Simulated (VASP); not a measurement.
A run of VASP 6.6.1:

Contents of INCAR:

```
SYSTEM = Zn4C
PREC     = Accurate       ! precision mode
ENCUT    = 520            ! plane-wave cutoff, eV
EDIFF    = 1E-6           ! SCF threshold, eV
ISMEAR   = 0              ! smearing method
SIGMA    = 0.1            ! smearing width, eV
LREAL    = .FALSE.        ! projectors in reciprocal space
LASPH    = .TRUE.         ! aspherical terms in the spheres
NELM     = 80             ! most SCF steps
ALGO     = Normal         ! electronic algorithm
ISIF     = 2              ! what is computed and relaxed
LWAVE    = .FALSE.        ! write WAVECAR
LCHARG   = .FALSE.        ! write CHGCAR
GGA      = PE             ! functional
NBANDS   = 34             ! bands
```

The input KPOINTS:

```
Automatic mesh
0
G
  10 10 10
  0 0 0
```

POSCAR

```
Zn4C
1.0
    4.1923113824      0.0000000000      0.0000000000
    0.0000000000      4.1923113824      0.0000000000
    0.0000000000      0.0000000000      4.1923113824
Zn C
4 1
Direct
    0.2751551287      0.7248448713      0.7248448713
    0.7248448713      0.2751551287      0.7248448713
    0.7248448713      0.7248448713      0.2751551287
    0.2751551287      0.2751551287      0.2751551287
    0.0000000000      0.0000000000      0.0000000000
```

Potentials or basis: VASP PAW PBE potentials, release 64 (Zn, C).

Run with:

```bash
$ cat potpaw_PBE.64/Zn/POTCAR potpaw_PBE.64/C/POTCAR > POTCAR
$ mpirun -np 1 vasp_std > vasp.out
```

Hardware: 1 thread of AMD EPYC 9R45 96-Core Processor (Zen 5), on a shared host.

Problem. How long does it take, and how much memory?

Solution. Run time: 57 s on 1 thread of AMD EPYC 9R45 96-Core Processor (Zen 5), on a shared host, peak memory 0.21 GiB. Counts: scf iterations 14, k points 56.
